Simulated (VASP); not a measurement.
A run of VASP 6.6.1 is set up as follows.

The input INCAR:

```
PREC     = Accurate       # precision mode
ENCUT    = 520            # plane-wave cutoff, eV
EDIFF    = 1E-6           # SCF threshold, eV
ISMEAR   = -1             # smearing method
SIGMA    = 0.1            # smearing width, eV
LREAL    = False          # projectors in reciprocal space
LASPH    = True           # aspherical terms in the spheres
NELM     = 80             # most SCF steps
ALGO     = Normal         # electronic algorithm
ISIF     = 2              # what is computed and relaxed
LWAVE    = False          # write WAVECAR
LCHARG   = False          # write CHGCAR
GGA      = RP             # functional
NBANDS   = 36             # bands
```

File KPOINTS:

```
Automatic mesh
0
Gamma
  15 15 4
```

The input POSCAR:

```
Mo
1.0
    2.7475973634      0.0000000000      0.0000000000
   -1.3737986817      2.3794891160      0.0000000000
    0.0000000000      0.0000000000      9.5832954463
Mo
4
Direct
    1.0000000000      1.0000000000      0.0000000000
    1.0000000000      1.0000000000      0.5000000000
    0.3333333333      0.6666666667      0.2500000000
    0.6666666667      0.3333333333      0.7500000000
```

Potentials or basis: VASP PAW PBE potentials, release 64 (Mo_sv).

Launch:

```bash
$ cat potpaw_PBE.64/Mo_sv/POTCAR > POTCAR
$ mpirun -np 1 vasp_std > vasp.out
```

Q: What does it give for the pressure?

A: 10.6 GPa.

Q: Estimate the band gap on the k mesh.

A: Zero (bands 28 and 29 overlap by 1.80 eV).

Stress tensor (GPa, compression positive):
```
11.26  0.00  0.00
 0.00 11.26  0.00
 0.00  0.00  9.26
```

Caveat: the cell stands under pressure; the PAW data sets were made with another functional, which shifts forces and pressure a little.
